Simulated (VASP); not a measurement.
# Ir (Pm-3m) in VASP: further runs

Ir is run at these levels: LDA; tasks: single point.

Program: VASP 6.6.1. These are calculated values, not measurements. Logs are shortened: lines on timing, memory, paths and dates and some standing lists are left out, and cuts for length are marked.

## (1) The cell of the first run

The structure is cubic, space group Pm-3m (No. 221). Conventional cell: a = 2.458 Å, b = 2.458 Å, c = 2.458 Å, α = 90.00°, β = 90.00°, γ = 90.00°. Within 3.2 Å of Ir (site symmetry m-3m) lie 6 Ir at 2.46 Å.

## (2) Single point, LDA (volume scaled by 0.92)

The input, INCAR:

```
  PREC = Accurate
  ENCUT = 520
  EDIFF = 1E-6
  ISMEAR = -1
  SIGMA = 0.1
  LREAL = False
  LASPH = True
  NELM = 60
  ALGO = Normal
  ISIF = 2
  LWAVE = False
  LCHARG = False
  GGA = CA
  NBANDS = 10
```

The input, KPOINTS:

```
regular mesh
0
Gamma
  15 15 15
```

The input, POSCAR:

```
Ir
1.0
    2.4575458103      0.0000000000      0.0000000000
    0.0000000000      2.4575458103      0.0000000000
    0.0000000000      0.0000000000      2.4575458103
Ir
1
Direct
    0.0000000000      0.0000000000      0.0000000000
```

Potentials or basis: VASP PAW LDA potentials, release 64 (Ir).

Command:

```sh
$ cat potpaw_LDA.64/Ir/POTCAR > POTCAR
$ mpirun -np 1 vasp_std > vasp.out
```

OUTCAR:

```text
PREC = Accurate
   ENCUT = 520
   EDIFF = 1E-6
   ISMEAR = -1
   LREAL = False
   LASPH = True
   NELM = 60
   ISIF = 2
   GGA = CA

 ion  position               nearest neighbor table
   1  0.000  0.000  0.000-

  LATTYP: Found a simple cubic cell.
 ALAT       =     2.4575458103

  Lattice vectors:

 A1 = (   2.4575458103,   0.0000000000,   0.0000000000)
 A2 = (   0.0000000000,   2.4575458103,   0.0000000000)
 A3 = (   0.0000000000,   0.0000000000,   2.4575458103)

Analysis of symmetry for initial positions (statically):
=====================================================================
 Subroutine PRICEL returns:
 Original cell was already a primitive cell.

 Routine SETGRP: Setting up the symmetry group for a
 simple cubic supercell.

 Subroutine GETGRP returns: Found 48 space group operations
 (whereof 48 operations were pure point group operations)
 out of a pool of 48 trial point group operations.

The static configuration has the point symmetry O_h .

Analysis of symmetry for dynamics (positions and initial velocities):
=====================================================================
 Subroutine PRICEL returns:
 Original cell was already a primitive cell.

 Routine SETGRP: Setting up the symmetry group for a
 simple cubic supercell.

 Subroutine GETGRP returns: Found 48 space group operations
 (whereof 48 operations were pure point group operations)
 out of a pool of 48 trial point group operations.

The dynamic configuration has the point symmetry O_h .

 Subroutine INISYM returns: Found 48 space group operations
 (whereof 48 operations are pure point group operations),
 and found     1 'primitive' translations

----------------------------------------------------------------------------------------

                                     Primitive cell

  volume of cell :      14.8424

  direct lattice vectors                    reciprocal lattice vectors
     2.457545810  0.000000000  0.000000000     0.406910014  0.000000000  0.000000000
     0.000000000  2.457545810  0.000000000     0.000000000  0.406910014  0.000000000
     0.000000000  0.000000000  2.457545810     0.000000000  0.000000000  0.406910014

  length of vectors
     2.457545810  2.457545810  2.457545810     0.406910014  0.406910014  0.406910014

  position of ions in fractional coordinates (direct lattice)
     0.000000000  0.000000000  0.000000000

  ion indices of the primitive-cell ions
   primitive index   ion index
                 1           1

----------------------------------------------------------------------------------------

 KPOINTS: regular mesh

Automatic generation of k-mesh.
 Grid dimensions read from file:
 generate k-points for:   15   15   15

 Generating k-lattice:

  Cartesian coordinates                     Fractional coordinates (reciprocal lattice)
     0.027127334  0.000000000  0.000000000     0.066666667  0.000000000  0.000000000
     0.000000000  0.027127334  0.000000000     0.000000000  0.066666667  0.000000000
     0.000000000  0.000000000  0.027127334     0.000000000  0.000000000  0.066666667

  Length of vectors
     0.027127334  0.027127334  0.027127334

  Shift w.r.t. Gamma in fractional coordinates (k-lattice)
     0.000000000  0.000000000  0.000000000

 Subroutine IBZKPT returns following result:
 ===========================================

 Found    120 irreducible k-points:

 Following reciprocal coordinates:
            Coordinates               Weight
  0.000000  0.000000  0.000000      1.000000
  0.066667  0.000000  0.000000      6.000000
  0.133333  0.000000  0.000000      6.000000
  0.200000  0.000000  0.000000      6.000000
  0.266667  0.000000  0.000000      6.000000
  0.333333  0.000000  0.000000      6.000000
[... 16 lines left out ...]
  0.266667  0.200000  0.000000     24.000000
  0.333333  0.200000  0.000000     24.000000
 [... further k-points ...]
   k-points           NKPTS =    120   k-points in BZ     NKDIM =    120   number of bands    NBANDS=     10
   number of dos      NEDOS =    301   number of ions     NIONS =      1
   total plane-waves  NPLWV =   5832
   dimension x,y,z NGX =    18 NGY =   18 NGZ =   18
   dimension x,y,z NGXF=    36 NGYF=   36 NGZF=   36
   ions per type =               1
   NGX,Y,Z   is equivalent  to a cutoff of  12.18, 12.18, 12.18 a.u.
   NGXF,Y,Z  is equivalent  to a cutoff of  24.35, 24.35, 24.35 a.u.
 SYSTEM =  unknown system
   PREC   = accura    normal or accurate (medium, high low for compatibility)
   ISTART =      0    job   : 0-new  1-cont  2-samecut
   ICHARG =      2    charge: 1-file 2-atom 10-const
   ISPIN  =      1    spin polarized calculation?
   LNONCOLLINEAR =      F non collinear calculations
   LSORBIT =      F    spin-orbit coupling
   LASPH  =      T    aspherical Exc in radial PAW
   ENCUT  =  520.0 eV  38.22 Ry    6.18 a.u.   4.57  4.57  4.57*2*pi/ulx,y,z
   NELM   =     60;   NELMIN=  2; NELMDL= -5     # of ELM steps
   EDIFF  = 0.1E-05   stopping-criterion for ELM
   LREAL  =      F    real-space projection
   EDIFFG = 0.1E-04   stopping-criterion for IOM
   NSW    =      0    number of steps for IOM
   IBRION =     -1    ionic relax: 0-MD 1-quasi-New 2-CG
   NFREE  =      0    steps in history (QN), initial steepest desc. (CG)
   ISIF   =      2    stress and relaxation
   ISYM   =      2    0-nonsym 1-usesym 2-fastsym
   POTIM  = 0.5000    time-step for ionic-motion
   TEBEG  =    0.0;   TEEND  =   0.0 temperature during run
   PSTRESS=    0.0 pullay stress
   NELECT =       9.0000    total number of electrons
   NUPDOWN=      -1.0000    fix difference up-down
   EMIN   =  10.00;   EMAX   =-10.00  energy-range for DOS
   EFERMI =   0.00;   METHOD = LEGACY
   ISMEAR =    -1;   SIGMA  =   0.10  broadening in eV -4-tet -1-fermi 0-gaus
   EFERMI_NEDOS =   21; number of points for ismear=-14 and -15
   IALGO  =     38    algorithm
   IMIX   =      4    mixing-type and parameters
     AMIX     =   0.40;   BMIX     =  1.00
     AMIX_MAG =   1.60;   BMIX_MAG =  1.00
  volume/ion in A,a.u.               =      14.84       100.16
  Fermi-wavevector in a.u.,A,eV,Ry     =   1.385652  2.618502 26.123599  1.920030
  Thomas-Fermi vector in A             =   2.510042
   LORBIT       =      0    0 simple, 1 ext, 2 COOP (PROOUT), +10 PAW based schemes
   GGA     = CA    functional components
   LHFCALC =     F    Hartree Fock is set to
   AEXX    =    0.0000 exact exchange contribution
   IVDW    =     0    specifies the selected vdW correction
   LEPSILON=     F    determine dielectric tensor
   LRPA    =     F    only Hartree local field effects (RPA)
 non-spin polarized calculation
  energy-cutoff  :      520.00
  volume of cell :       14.84
 maximum number of plane-waves:       417
   NGX =  9   NGY =  9   NGZ =  9

 number of electron       8.9999998 magnetization

 Free energy of the ion-electron system (eV)
  ---------------------------------------------------
  ext. energy  EPLUGINS =         0.00000000
  ---------------------------------------------------
  free energy    TOTEN  =        -9.13846462 eV

  energy without entropy =       -9.09717518  energy(sigma->0) =       -9.11781990

 E-fermi :   9.3986     XC(G=0): -13.7014

 val. band max:        9.3969254168   @ k =   0.4667   0.2000   0.1333
 cond. band min:       9.4155212562   @ k =   0.2000   0.0667   0.0667
 fundamental gap:      0.0185958394
 Fermi energy:         9.3985789510

 k-point     1 :       0.0000    0.0000    0.0000
  band No.  band energies     occupation
      1      -0.9561      2.00000
      2       2.1803      2.00000
      3       2.1803      2.00000
      4      11.0293      0.00000
      5      11.0293      0.00000
      6      11.0293      0.00000
      7      25.8329      0.00000
      8      25.8329      0.00000
      9      25.8329      0.00000
     10      32.5636      0.00000

 k-point     2 :       0.0667    0.0000    0.0000
  band No.  band energies     occupation
      1      -0.7989      2.00000
      2       2.2149      2.00000
      3       2.3458      2.00000
      4      10.8307      0.00000
      5      10.8307      0.00000
      6      11.0442      0.00000
      7      24.8840      0.00000
      8      26.1406      0.00000
      9      26.1406      0.00000
     10      33.2118      0.00000

 k-point     3 :       0.1333    0.0000    0.0000
  band No.  band energies     occupation
      1      -0.3701      2.00000
      2       2.3144      2.00000
      3       2.8559      2.00000
      4      10.3055      0.00023
      5      10.3055      0.00023
      6      11.0866      0.00000
      7      22.9663      0.00000
      8      26.9822      0.00000
      9      26.9822      0.00000
     10      32.1103      0.00000

 k-point     4 :       0.2000    0.0000    0.0000
  band No.  band energies     occupation
      1       0.2221      2.00000
      2       2.4648      2.00000
      3       3.7255      2.00000
      4       9.6093      0.21685
      5       9.6093      0.21685
      6      11.1496      0.00000
      7      20.9537      0.00000
      8      28.1729      0.00000
      9      28.1729      0.00000
     10      30.1838      0.00000
[... 222 lines left out ...]
 k-point    22 :       0.2000    0.2000    0.0000
  band No.  band energies     occupation
      1       1.3522      2.00000
      2       3.4747      2.00000
      3       4.4653      2.00000
      4       8.1508      1.99999
      5       9.6226      0.19246
      6       9.9511      0.00794
      7      22.7368      0.00000
      8      22.9645      0.00000
      9      30.4115      0.00000
     10      30.6275      0.00000

 k-point    23 :       0.2667    0.2000    0.0000
  band No.  band energies     occupation
      1       1.8844      2.00000
      2       3.7903      2.00000
      3       5.2798      2.00000
      4       7.7950      2.00000
      5       9.0610      1.93385
      6       9.9247      0.01032
      7      20.8477      0.00000
      8      23.9155      0.00000
      9      29.6645      0.00000
     10      32.0331      0.00000

 k-point    24 :       0.3333    0.2000    0.0000
  band No.  band energies     occupation
      1       2.3625      2.00000
      2       3.9848      2.00000
      3       5.5540      2.00000
      4       8.4759      1.99980
      5       8.4922      1.99977
      6      10.0083      0.00449
      7      19.0937      0.00000
      8      24.9760      0.00000
      9      28.7955      0.00000
     10      33.4371      0.00000

 [... further k-points ...]
[... 5 lines left out ...]
  --------------------------------------------------------------------------------------
  -------------------------------------------------------------------------------------
  Total        2.9312091      2.9312091      2.9312091      0.0000000     -0.0000000      0.0000000
  in kB      316.4116865    316.4116865    316.4116865      0.0000000     -0.0000000      0.0000000
  external PRESSURE =     316.4116865 kB  Pullay stress =       0.0000000 kB

 VOLUME and BASIS-vectors are now :
 -----------------------------------------------------------------------------
  energy-cutoff  :      520.00
  volume of cell :       14.84
      direct lattice vectors                 reciprocal lattice vectors
     2.457545810  0.000000000  0.000000000     0.406910014  0.000000000  0.000000000
     0.000000000  2.457545810  0.000000000     0.000000000  0.406910014  0.000000000
     0.000000000  0.000000000  2.457545810     0.000000000  0.000000000  0.406910014

 POSITION                                       TOTAL-FORCE (eV/Angst)
 -----------------------------------------------------------------------------------
      0.00000      0.00000      0.00000         0.000000      0.000000      0.000000
 -----------------------------------------------------------------------------------
    total drift:                                0.000000      0.000000      0.000000

  FREE ENERGIE OF THE ION-ELECTRON SYSTEM (eV)
  ---------------------------------------------------
  free  energy   TOTEN  =        -9.1384646249 eV

  energy  without entropy=       -9.0971751817  energy(sigma->0) =       -9.11781990
```

Run time: 20 s. Hardware: 1 thread of AMD EPYC 7R13, shared host; peak memory 0.1 GiB.

What came out:

| Item | Value |
| --- | --- |
| Free energy | -9.1385 eV |
| Pressure | 31.6 GPa |

Caveat: the cell differs from its parent crystal (volume scaled by 0.92); spin-orbit coupling is left out, which moves the levels of the heavy elements.

## (3) Single point, LDA

This run uses another cell than the first one, of 16.13 Å³/atom, 1.087 times its volume.

The input, INCAR:

```
SYSTEM = Ir
ALGO     = Normal         ! electronic algorithm
EDIFF    = 1E-6           ! SCF threshold, eV
ENCUT    = 520            ! plane-wave cutoff, eV
GGA      = CA             ! functional
ISIF     = 2              ! what is computed and relaxed
ISMEAR   = -1             ! smearing method
LASPH    = .True.         ! aspherical terms in the spheres
LCHARG   = .False.        ! write CHGCAR
LREAL    = .False.        ! projectors in reciprocal space
LWAVE    = .False.        ! write WAVECAR
NBANDS   = 10             ! bands
NELM     = 80             ! most SCF steps
PREC     = Accurate       ! precision mode
SIGMA    = 0.1            ! smearing width, eV
```

The input, KPOINTS:

```
k-points
0
Gamma
  15 15 15
  0 0 0
```

The input, POSCAR:

```
Ir
1.0
    2.5268085999      0.0000000000      0.0000000000
    0.0000000000      2.5268085999      0.0000000000
    0.0000000000      0.0000000000      2.5268085999
Ir
1
Direct
    0.0000000000      0.0000000000      0.0000000000
```

Potentials or basis: VASP PAW LDA potentials, release 64 (Ir).

Command:

```sh
$ cat potpaw_LDA.64/Ir/POTCAR > POTCAR
$ mpirun -np 1 vasp_std > vasp.out
```

OUTCAR:

```text
SYSTEM = Ir
   EDIFF = 1E-6
   ENCUT = 520
   GGA = CA
   ISIF = 2
   ISMEAR = -1
   LASPH = .True.
   LREAL = .False.
   NELM = 80
   PREC = Accurate

 ion  position               nearest neighbor table
   1  0.000  0.000  0.000-

  LATTYP: Found a simple cubic cell.
 ALAT       =     2.5268085999

  Lattice vectors:

 A1 = (   2.5268085999,   0.0000000000,   0.0000000000)
 A2 = (   0.0000000000,   2.5268085999,   0.0000000000)
 A3 = (   0.0000000000,   0.0000000000,   2.5268085999)

Analysis of symmetry for initial positions (statically):
=====================================================================
 Subroutine PRICEL returns:
 Original cell was already a primitive cell.

 Routine SETGRP: Setting up the symmetry group for a
 simple cubic supercell.

 Subroutine GETGRP returns: Found 48 space group operations
 (whereof 48 operations were pure point group operations)
 out of a pool of 48 trial point group operations.

The static configuration has the point symmetry O_h .

Analysis of symmetry for dynamics (positions and initial velocities):
=====================================================================
 Subroutine PRICEL returns:
 Original cell was already a primitive cell.

 Routine SETGRP: Setting up the symmetry group for a
 simple cubic supercell.

 Subroutine GETGRP returns: Found 48 space group operations
 (whereof 48 operations were pure point group operations)
 out of a pool of 48 trial point group operations.

The dynamic configuration has the point symmetry O_h .

 Subroutine INISYM returns: Found 48 space group operations
 (whereof 48 operations are pure point group operations),
 and found     1 'primitive' translations

----------------------------------------------------------------------------------------

                                     Primitive cell

[... 104 lines left out ...]
   EFERMI_NEDOS =   21; number of points for ismear=-14 and -15
   IALGO  =     38    algorithm
   IMIX   =      4    mixing-type and parameters
     AMIX     =   0.40;   BMIX     =  1.00
     AMIX_MAG =   1.60;   BMIX_MAG =  1.00
  volume/ion in A,a.u.               =      16.13       108.87
  Fermi-wavevector in a.u.,A,eV,Ry     =   1.347669  2.546726 24.711070  1.816212
  Thomas-Fermi vector in A             =   2.475401
   LORBIT       =      0    0 simple, 1 ext, 2 COOP (PROOUT), +10 PAW based schemes
   GGA     = CA    functional components
   LHFCALC =     F    Hartree Fock is set to
   AEXX    =    0.0000 exact exchange contribution
   IVDW    =     0    specifies the selected vdW correction
   LEPSILON=     F    determine dielectric tensor
   LRPA    =     F    only Hartree local field effects (RPA)
 non-spin polarized calculation
  energy-cutoff  :      520.00
  volume of cell :       16.13
 maximum number of plane-waves:       461
 NGX is ok and might be reduce to    20
   NGX =  9   NGY =  9   NGZ =  9

 number of electron       9.0000001 magnetization

 Free energy of the ion-electron system (eV)
  ---------------------------------------------------
  ext. energy  EPLUGINS =         0.00000000
  ---------------------------------------------------
  free energy    TOTEN  =        -9.26291542 eV

  energy without entropy =       -9.21606452  energy(sigma->0) =       -9.23948997

 E-fermi :   8.0636     XC(G=0): -13.2326

 val. band max:        8.0391207491   @ k =   0.2667   0.2667   0.0000
 cond. band min:       8.0639701732   @ k =   0.2000   0.0667   0.0000
 fundamental gap:      0.0248494242
 Fermi energy:         8.0636433498

 k-point     1 :       0.0000    0.0000    0.0000
  band No.  band energies     occupation
      1      -1.5002      2.00000
      2       1.6415      2.00000
      3       1.6415      2.00000
      4       9.4708      0.00000
      5       9.4708      0.00000
      6       9.4708      0.00000
      7      23.9402      0.00000
      8      23.9402      0.00000
      9      23.9402      0.00000
     10      30.2134      0.00000
[... 287 lines left out ...]
 k-point    24 :       0.3333    0.2000    0.0000
  band No.  band energies     occupation
      1       1.6636      2.00000
      2       3.2417      2.00000
      3       4.6469      2.00000
      4       7.2554      1.99938
      5       7.2658      1.99931
      6       8.5939      0.00990
      7      17.2142      0.00000
      8      22.9608      0.00000
      9      27.0583      0.00000
     10      30.9785      0.00000

 [... further k-points ...]
[... 5 lines left out ...]
  --------------------------------------------------------------------------------------
  -------------------------------------------------------------------------------------
  Total        0.1483147      0.1483147      0.1483147      0.0000000      0.0000000      0.0000000
  in kB       14.7291537     14.7291537     14.7291537      0.0000000      0.0000000      0.0000000
  external PRESSURE =      14.7291537 kB  Pullay stress =       0.0000000 kB

 VOLUME and BASIS-vectors are now :
 -----------------------------------------------------------------------------
  energy-cutoff  :      520.00
  volume of cell :       16.13
      direct lattice vectors                 reciprocal lattice vectors
     2.526808600  0.000000000  0.000000000     0.395756133  0.000000000  0.000000000
     0.000000000  2.526808600  0.000000000     0.000000000  0.395756133  0.000000000
     0.000000000  0.000000000  2.526808600     0.000000000  0.000000000  0.395756133

 POSITION                                       TOTAL-FORCE (eV/Angst)
 -----------------------------------------------------------------------------------
      0.00000      0.00000      0.00000         0.000000      0.000000      0.000000
 -----------------------------------------------------------------------------------
    total drift:                               -0.000000      0.000000     -0.000000

  FREE ENERGIE OF THE ION-ELECTRON SYSTEM (eV)
  ---------------------------------------------------
  free  energy   TOTEN  =        -9.2629154234 eV

  energy  without entropy=       -9.2160645192  energy(sigma->0) =       -9.23948997
```

stdout:

```text
POSCAR found type information on POSCAR Ir
 POSCAR found :  1 types and       1 ions
 scaLAPACK will be used
 LDA part: xc-table for (Slater(with rela. corr.)+CA(PZ))
 , standard interpolation
 POSCAR, INCAR and KPOINTS ok, starting setup
 FFT: planning ... GRIDC
 FFT: planning ... GRID_SOFT
 FFT: planning ... GRID
 WAVECAR not read
 entering main loop
```

Wall time 25 s (1 thread of AMD EPYC 7R13, shared host); peak memory 0.1 GiB.

What came out:

```
Free energy : -9.2629 eV
Pressure    : 1.5 GPa
```

Caveat: spin-orbit coupling is left out, which moves the levels of the heavy elements.
